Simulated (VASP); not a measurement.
Set up this calculation in VASP 6.6.1, as the native input.

- Task: single point
- Functional: r2SCAN
- Potentials or basis: VASP PAW PBE potentials, release 64 (C)
- Cutoff: 520 eV
- k mesh: 24 × 24 × 6
- Occupations: gaussian, width 0.15 eV
- Spin: no spin polarisation
- Dipole correction: no
- Further INCAR settings: ALGO = Normal; EDIFF = 1e-06; NBANDS = 11

C, a slab with vacuum:

```xyz
2
Lattice="2.4898 0.0000 0.0000 -1.2449 2.1562 0.0000 0.0000 0.0000 8.2950" Properties=species:S:1:pos:R:3 pbc="T T T"
C     0.0000    1.4375    0.0000
C     1.2449    0.7187    0.0000
```

This cell differs from its parent crystal: ratio of the length along z to the lengths across it x 0.96, volume and fractional coordinates fixed.

These files were run (other wordings do the same):

POSCAR

```
C
1.0
    2.4898205103      0.0000000000      0.0000000000
   -1.2449102552      2.1562478128      0.0000000000
    0.0000000000      0.0000000000      8.2949590090
C
2
Direct
    0.3333333333      0.6666666667      0.0000000000
    0.6666666667      0.3333333333      0.0000000000
```

INCAR.step1

```
SYSTEM = C
PREC = Accurate ; ENCUT = 520
ISMEAR = 0 ; SIGMA = 0.15
LREAL = .FALSE. ; LASPH = .TRUE.
NELM = 60 ; NBANDS = 11
GGA = PE ; ALGO = Normal
EDIFF = 1E-4 ; LWAVE = .TRUE.
LCHARG = .FALSE.
```

INCAR.step2

```
SYSTEM = C
PREC = Accurate ; ENCUT = 520
EDIFF = 1E-6 ; ISMEAR = 0
SIGMA = 0.15 ; LREAL = .FALSE.
LASPH = .TRUE. ; NELM = 60
ALGO = Normal ; ISIF = 2
LWAVE = .FALSE. ; LCHARG = .FALSE.
METAGGA = R2SCAN ; LMIXTAU = .TRUE.
NBANDS = 11 ; ISTART = 1
```

KPOINTS

```
Automatic mesh
0
G
  24 24 6
  0 0 0
```

Potentials or basis: VASP PAW PBE potentials, release 64 (C).

Command:

```sh
$ cat potpaw_PBE.64/C/POTCAR > POTCAR
$ cp INCAR.step1 INCAR
$ mpirun -np 1 vasp_std > vasp.out
$ cp INCAR.step2 INCAR
$ mpirun -np 1 vasp_std > vasp.out
```

Results of the run:

The band gap on the k mesh is zero (filled and empty bands touch).

Caveat: there is no dipole correction, which matters where the two faces differ.

Wall time 5.4 min on 1 thread of Intel(R) Xeon(R) Platinum 8375C CPU @ 2.90GHz (Ice Lake) (shared host), peak memory 0.22 GiB.
